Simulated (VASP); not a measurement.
# C (Fmmm) in VASP: a series of runs, part 2 of 2

VASP 6.6.1. Earlier steps stand in the parts before.

### Step 4. Single point, r2SCAN

This run uses another cell than the first one, of 9.30 Å³/atom.

Input file POSCAR:

```
C
1.0
    0.0000000000      2.1267565393      3.5617636578
    1.2279212043      0.0000000000      3.5617636578
    1.2279212043      2.1267565393      0.0000000000
C
2
Direct
    0.1667039277      0.8332960723      0.1667039277
    0.8332960723      0.1667039277      0.8332960723
```

Input file INCAR.step1:

```
ALGO = Normal
EDIFF = 1E-4
ENCUT = 520
GGA = PE
ISMEAR = 0
LASPH = True
LCHARG = False
LREAL = False
LWAVE = True
NBANDS = 11
NELM = 100
PREC = Accurate
SIGMA = 0.02
```

Input file INCAR.step2:

```
ALGO = Normal
EDIFF = 1E-6
ENCUT = 520
ISIF = 2
ISMEAR = 0
ISTART = 1
LASPH = True
LCHARG = True
LELF = True
LMIXTAU = True
LREAL = False
LVHAR = True
LWAVE = False
METAGGA = R2SCAN
NBANDS = 11
NELM = 100
PREC = Accurate
SIGMA = 0.02
```

Input file KPOINTS:

```
k-points
0
Gamma
  14 14 14
```

Potentials or basis: VASP PAW PBE potentials, release 64 (C).

Launch:

```console
> cat potpaw_PBE.64/C/POTCAR > POTCAR
> cp INCAR.step1 INCAR
> mpirun -np 1 vasp_std > vasp.out
> cp INCAR.step2 INCAR
> mpirun -np 1 vasp_std > vasp.out
```

OUTCAR:

```text
EDIFF = 1E-6
   ENCUT = 520
   ISIF = 2
   ISMEAR = 0
   ISTART = 1
   LASPH = True
   LREAL = False
   METAGGA = R2SCAN
   NELM = 100
   PREC = Accurate

 ion  position               nearest neighbor table
   1  0.167  0.833  0.167-   2 1.42   2 1.42   2 1.42
   2  0.833  0.167  0.833-   1 1.42   1 1.42   1 1.42

  LATTYP: Found a face centered orthorhombic cell.
 ALAT       =     2.4558424086
 B/A-ratio  =     1.7319975678
 C/A-ratio  =     2.9006451272

  Lattice vectors:

 A1 = (   0.0000000000,   2.1267565393,   3.5617636578)
 A2 = (   1.2279212043,   0.0000000000,   3.5617636578)
 A3 = (   1.2279212043,   2.1267565393,   0.0000000000)

Analysis of symmetry for initial positions (statically):
=====================================================================
 Subroutine PRICEL returns:
 Original cell was already a primitive cell.

 Routine SETGRP: Setting up the symmetry group for a
 face centered orthorhombic supercell.

 Subroutine GETGRP returns: Found  8 space group operations
 (whereof  8 operations were pure point group operations)
 out of a pool of  8 trial point group operations.

The static configuration has the point symmetry D_2h.

Analysis of symmetry for dynamics (positions and initial velocities):
=====================================================================
 Subroutine PRICEL returns:
 Original cell was already a primitive cell.

 Routine SETGRP: Setting up the symmetry group for a
 face centered orthorhombic supercell.

 Subroutine GETGRP returns: Found  8 space group operations
 (whereof  8 operations were pure point group operations)
 out of a pool of  8 trial point group operations.

The dynamic configuration has the point symmetry D_2h.

 Subroutine INISYM returns: Found  8 space group operations
 (whereof  8 operations are pure point group operations),
 and found     1 'primitive' translations

----------------------------------------------------------------------------------------

                                     Primitive cell

  volume of cell :      18.6030

  direct lattice vectors                    reciprocal lattice vectors
     0.000000000  2.126756539  3.561763658    -0.407192252  0.235099783  0.140379893
     1.227921204  0.000000000  3.561763658     0.407192252 -0.235099783  0.140379893
     1.227921204  2.126756539  0.000000000     0.407192252  0.235099783 -0.140379893

  length of vectors
     4.148403757  3.767486010  2.455785793     0.490697414  0.490697414  0.490697414

  position of ions in fractional coordinates (direct lattice)
     0.166703928  0.833296072  0.166703928
     0.833296072  0.166703928  0.833296072

  ion indices of the primitive-cell ions
   primitive index   ion index
                 1           1
                 2           2

----------------------------------------------------------------------------------------

 KPOINTS: k-points

Automatic generation of k-mesh.
 Grid dimensions read from file:
 generate k-points for:   14   14   14

 Generating k-lattice:
[... 20 lines left out ...]
  0.071429 -0.000000  0.000000      8.000000
  0.142857  0.000000  0.000000      8.000000
  0.214286 -0.000000  0.000000      8.000000
  0.285714  0.000000  0.000000      8.000000
  0.357143 -0.000000  0.000000      8.000000
[... 16 lines left out ...]
  0.214286  0.142857  0.000000      8.000000
  0.285714  0.142857  0.000000      8.000000
 [... further k-points ...]
   k-points           NKPTS =    428   k-points in BZ     NKDIM =    428   number of bands    NBANDS=     11
   number of dos      NEDOS =    301   number of ions     NIONS =      2
   total plane-waves  NPLWV =  16128
   dimension x,y,z NGX =    32 NGY =   28 NGZ =   18
   dimension x,y,z NGXF=    64 NGYF=   56 NGZF=   36
   ions per type =               2
   NGX,Y,Z   is equivalent  to a cutoff of  12.82, 12.36, 12.19 a.u.
   NGXF,Y,Z  is equivalent  to a cutoff of  25.65, 24.71, 24.37 a.u.
 SYSTEM =  unknown system
   PREC   = accura    normal or accurate (medium, high low for compatibility)
   ISTART =      1    job   : 0-new  1-cont  2-samecut
   ICHARG =      0    charge: 1-file 2-atom 10-const
   ISPIN  =      1    spin polarized calculation?
   LNONCOLLINEAR =      F non collinear calculations
   LSORBIT =      F    spin-orbit coupling
   LASPH  =      T    aspherical Exc in radial PAW
   ENCUT  =  520.0 eV  38.22 Ry    6.18 a.u.   7.71  7.01  4.57*2*pi/ulx,y,z
   NELM   =    100;   NELMIN=  2; NELMDL=  0     # of ELM steps
   EDIFF  = 0.1E-05   stopping-criterion for ELM
   LREAL  =      F    real-space projection
   EDIFFG = 0.1E-04   stopping-criterion for IOM
   NSW    =      0    number of steps for IOM
   IBRION =     -1    ionic relax: 0-MD 1-quasi-New 2-CG
   NFREE  =      0    steps in history (QN), initial steepest desc. (CG)
   ISIF   =      2    stress and relaxation
   ISYM   =      2    0-nonsym 1-usesym 2-fastsym
   POTIM  = 0.5000    time-step for ionic-motion
   TEBEG  =    0.0;   TEEND  =   0.0 temperature during run
   PSTRESS=    0.0 pullay stress
   NELECT =       8.0000    total number of electrons
   NUPDOWN=      -1.0000    fix difference up-down
   EMIN   =  10.00;   EMAX   =-10.00  energy-range for DOS
   EFERMI =   0.00;   METHOD = LEGACY
   ISMEAR =     0;   SIGMA  =   0.02  broadening in eV -4-tet -1-fermi 0-gaus
   EFERMI_NEDOS =   21; number of points for ismear=-14 and -15
   IALGO  =     38    algorithm
   IMIX   =      4    mixing-type and parameters
     AMIX     =   0.40;   BMIX     =  1.00
     AMIX_MAG =   1.60;   BMIX_MAG =  1.00
  volume/ion in A,a.u.               =       9.30        62.77
  Fermi-wavevector in a.u.,A,eV,Ry     =   1.235692  2.335120 20.775221  1.526936
  Thomas-Fermi vector in A             =   2.370331
   LORBIT       =      0    0 simple, 1 ext, 2 COOP (PROOUT), +10 PAW based schemes
   METAGGA = R2SCAN    functional components
   LHFCALC =     F    Hartree Fock is set to
   AEXX    =    0.0000 exact exchange contribution
   IVDW    =     0    specifies the selected vdW correction
   LEPSILON=     F    determine dielectric tensor
   LRPA    =     F    only Hartree local field effects (RPA)
 non-spin polarized calculation
 Gauss-broadening in eV      SIGMA  =   0.02
  energy-cutoff  :      520.00
  volume of cell :       18.60
 maximum number of plane-waves:       522
   NGX = 15   NGY = 13   NGZ =  9

 number of electron       8.0000000 magnetization

 Free energy of the ion-electron system (eV)
  ---------------------------------------------------
  ext. energy  EPLUGINS =         0.00000000
  ---------------------------------------------------
  free energy    TOTEN  =       -19.87508661 eV

  energy without entropy =      -19.87508661  energy(sigma->0) =      -19.87508661

 E-fermi :   4.1677     XC(G=0): -10.7153

 val. band max:        4.0484891206   @ k =   0.5000  -0.1429   0.3571
 cond. band min:       4.6923228439   @ k =  -0.0714   0.2857   0.2857
 fundamental gap:      0.6438337233
 Fermi energy:         4.1676815936

 k-point     1 :       0.0000    0.0000    0.0000
  band No.  band energies     occupation
      1     -16.7551      2.00000
      2      -3.1673      2.00000
      3       0.9706      2.00000
      4       0.9748      2.00000
      5       8.1132      0.00000
      6      12.8968      0.00000
      7      12.9515      0.00000
      8      16.6587      0.00000
      9      17.4937      0.00000
     10      28.1656      0.00000
     11      28.9646      0.00000
[... 309 lines left out ...]
 k-point    24 :       0.2857    0.1429    0.0000
  band No.  band energies     occupation
      1     -16.1729      2.00000
      2      -3.1953      2.00000
      3      -0.9230      2.00000
      4       0.0241      2.00000
      5      10.4600      0.00000
      6      13.0261      0.00000
      7      14.8909      0.00000
      8      14.9963      0.00000
      9      18.4876      0.00000
     10      25.6791      0.00000
     11      29.1704      0.00000

 [... further k-points ...]

------------------------ aborting loop because EDIFF is reached ----------------------------------------

  FORCE on cell =-STRESS in cart. coord.  units (eV):
  Direction    XX          YY          ZZ          XY          YZ          ZX
  --------------------------------------------------------------------------------------
  -------------------------------------------------------------------------------------
  Total        0.1180780      0.1177478     -0.0098469     -0.0000000      0.0000000      0.0000000
  in kB       10.1694219     10.1409810     -0.8480618     -0.0000000      0.0000000      0.0000000
  external PRESSURE =       6.4874471 kB  Pullay stress =       0.0000000 kB

 VOLUME and BASIS-vectors are now :
 -----------------------------------------------------------------------------
  energy-cutoff  :      520.00
  volume of cell :       18.60
      direct lattice vectors                 reciprocal lattice vectors
     0.000000000  2.126756539  3.561763658    -0.407192252  0.235099783  0.140379893
     1.227921204  0.000000000  3.561763658     0.407192252 -0.235099783  0.140379893
     1.227921204  2.126756539  0.000000000     0.407192252  0.235099783 -0.140379893

 POSITION                                       TOTAL-FORCE (eV/Angst)
 -----------------------------------------------------------------------------------
      1.22792      0.70908      3.56176         0.000000     -0.000044      0.000000
      1.22792      3.54444      3.56176        -0.000000      0.000044      0.000000
 -----------------------------------------------------------------------------------
    total drift:                               -0.000000     -0.000000      0.000000

  FREE ENERGIE OF THE ION-ELECTRON SYSTEM (eV)
  ---------------------------------------------------
  free  energy   TOTEN  =       -19.8750866075 eV

  energy  without entropy=      -19.8750866075  energy(sigma->0) =      -19.87508661
```

OUTCAR.step1:

```text
EDIFF = 1E-4
   ENCUT = 520
   GGA = PE
   ISMEAR = 0
   LASPH = True
[... 558 lines left out ...]
 -----------------------------------------------------------------------------------
      1.22792      0.70908      3.56176         0.000000      0.001978      0.000000
      1.22792      3.54444      3.56176         0.000000     -0.001978      0.000000
 -----------------------------------------------------------------------------------
    total drift:                               -0.000000     -0.000000      0.000000

  FREE ENERGIE OF THE ION-ELECTRON SYSTEM (eV)
  ---------------------------------------------------
  free  energy   TOTEN  =       -18.4356903840 eV

  energy  without entropy=      -18.4356903840  energy(sigma->0) =      -18.43569038
```

OSZICAR.step1:

```text
N       E                     dE             d eps       ncg     rms          rms(c)
DAV:   1     0.955428617216E+00    0.95543E+00   -0.40837E+03  9584   0.645E+02
DAV:   2    -0.192099011586E+02   -0.20165E+02   -0.19302E+02 12505   0.119E+02
DAV:   3    -0.196829869365E+02   -0.47309E+00   -0.47216E+00 11807   0.148E+01
DAV:   4    -0.196848576872E+02   -0.18708E-02   -0.18704E-02 11077   0.113E+00
DAV:   5    -0.196848656513E+02   -0.79641E-05   -0.79639E-05 11976   0.668E-02    0.641E+00
DAV:   6    -0.187369381495E+02    0.94793E+00   -0.78876E-01 10770   0.517E+00    0.374E+00
DAV:   7    -0.184313407335E+02    0.30560E+00   -0.92136E-01 11111   0.561E+00    0.106E+00
DAV:   8    -0.184358744575E+02   -0.45337E-02   -0.23441E-02 10482   0.959E-01    0.131E-01
DAV:   9    -0.184355968890E+02    0.27757E-03   -0.66855E-04 11535   0.164E-01    0.621E-02
DAV:  10    -0.184356903840E+02   -0.93495E-04   -0.20063E-04 10472   0.964E-02
   1 F= -.18435690E+02 E0= -.18435690E+02  d E =-.276375E-54
```

Wall time 11 min (1 thread of AMD EPYC 7R43 (Zen 3), shared host); peak memory 0.15 GiB.

What came out:

* Free energy: -19.8751 eV
* Pressure: 0.6 GPa

Stress tensor (GPa, compression positive):
```
 1.02  0.00  0.00
 0.00  1.01  0.00
 0.00  0.00 -0.08
```

Caveat: the PAW data sets were made with another functional, which shifts forces and pressure a little.

### Step 5. Single point, r2SCAN (9.58 Å³/atom)

This run uses another cell than the first one, of 9.58 Å³/atom.

Input file POSCAR:

```
C
1.0
    0.0000000000      2.1277185917      3.6653473222
    1.2284607258      0.0000000000      3.6653473222
    1.2284607258      2.1277185917      0.0000000000
C
2
Direct
    0.1666973248      0.8333026752      0.1666973248
    0.8333026752      0.1666973248      0.8333026752
```

Input file INCAR.step1:

```
SYSTEM = C
PREC = Accurate
ENCUT = 520
ISMEAR = 0
SIGMA = 0.02
LREAL = .FALSE.
LASPH = .TRUE.
NELM = 100
NBANDS = 11
GGA = PE
ALGO = Normal
EDIFF = 1E-4
LWAVE = .TRUE.
LCHARG = .FALSE.
```

Input file INCAR.step2:

```
SYSTEM = C
PREC = Accurate
ENCUT = 520
EDIFF = 1E-6
ISMEAR = 0
SIGMA = 0.02
LREAL = .FALSE.
LASPH = .TRUE.
NELM = 100
ALGO = Normal
ISIF = 2
LWAVE = .FALSE.
LCHARG = .FALSE.
METAGGA = R2SCAN
LMIXTAU = .TRUE.
NBANDS = 11
ISTART = 1
```

Input file KPOINTS:

```
Automatic mesh
0
G
  14 14 14
  0 0 0
```

Launch:

```console
> cat potpaw_PBE.64/C/POTCAR > POTCAR
> cp INCAR.step1 INCAR
> mpirun -np 1 vasp_std > vasp.out
> cp INCAR.step2 INCAR
> mpirun -np 1 vasp_std > vasp.out
```

Run time: 11 min. Hardware: 1 thread of AMD EPYC 7R43 (Zen 3), shared host; peak memory 0.16 GiB.

The run converged. Its results:

* Free energy: -19.8744 eV
* Pressure: 0.2 GPa

Stress tensor (GPa, compression positive):
```
 0.53  0.00  0.00
 0.00  0.52  0.00
 0.00  0.00 -0.56
```

Caveat: the PAW data sets were made with another functional, which shifts forces and pressure a little.

### Step 6. Single point, r2SCAN (9.86 Å³/atom)

This run uses another cell than the first one, of 9.86 Å³/atom.

Input file POSCAR:

```
C
1.0
    0.0000000000      2.1283271995      3.7699698255
    1.2288050005      0.0000000000      3.7699698255
    1.2288050005      2.1283271995      0.0000000000
C
2
Direct
    0.1666893365      0.8333106635      0.1666893365
    0.8333106635      0.1666893365      0.8333106635
```

Input file INCAR.step1:

```
  PREC = Accurate
  ENCUT = 520
  ISMEAR = 0
  SIGMA = 0.02
  LREAL = F
  LASPH = T
  NELM = 100
  NBANDS = 11
  GGA = PE
  ALGO = Normal
  EDIFF = 1E-4
  LWAVE = T
  LCHARG = F
```

Input file INCAR.step2:

```
  PREC = Accurate
  ENCUT = 520
  EDIFF = 1E-6
  ISMEAR = 0
  SIGMA = 0.02
  LREAL = F
  LASPH = T
  NELM = 100
  ALGO = Normal
  ISIF = 2
  LWAVE = F
  LCHARG = F
  METAGGA = R2SCAN
  LMIXTAU = T
  NBANDS = 11
  ISTART = 1
```

Input file KPOINTS:

```
regular mesh
0
Gamma
  14 14 14
```

Potentials or basis: VASP PAW PBE potentials, release 64 (C).

Launch:

```console
> cat potpaw_PBE.64/C/POTCAR > POTCAR
> cp INCAR.step1 INCAR
> mpirun -np 1 vasp_std > vasp.out
> cp INCAR.step2 INCAR
> mpirun -np 1 vasp_std > vasp.out
```

Run time: 10 min. Hardware: 1 thread of AMD EPYC 7R43 (Zen 3), shared host; peak memory 0.16 GiB.

The run converged. Its results:

* Free energy: -19.8724 eV
* Pressure: -0.1 GPa

Stress tensor (GPa, compression positive):
```
 0.23  0.00  0.00
 0.00  0.22  0.00
 0.00  0.00 -0.83
```

Caveat: the PAW data sets were made with another functional, which shifts forces and pressure a little.

### Step 7. The runs side by side

```tsv
cell	pressure (GPa)
a = 3.974, b = 3.576, c = 2.452 Å, angles 80.1, 62.4, 37.4°, 2 atoms	2.6
a = 4.060, b = 3.671, c = 2.454 Å, angles 80.4, 63.0, 36.6°, 2 atoms	1.4
a = 4.148, b = 3.767, c = 2.456 Å, angles 80.6, 63.6, 35.7°, 2 atoms	0.6
a = 4.238, b = 3.866, c = 2.457 Å, angles 80.9, 64.2, 34.9°, 2 atoms	0.2
a = 4.329, b = 3.965, c = 2.458 Å, angles 81.1, 64.8, 34.1°, 2 atoms	-0.1
```

Alike in all rows: task single point; level r2SCAN; potentials or basis VASP PAW PBE potentials, release 64 (C); no spin polarisation; k mesh 14 × 14 × 14; cutoff (eV) 520; smearing gaussian 0.02 eV.

Caveats: the PAW data sets were made with another functional, which shifts forces and pressure a little.

Absolute energies hang on the potentials; compare differences alone.
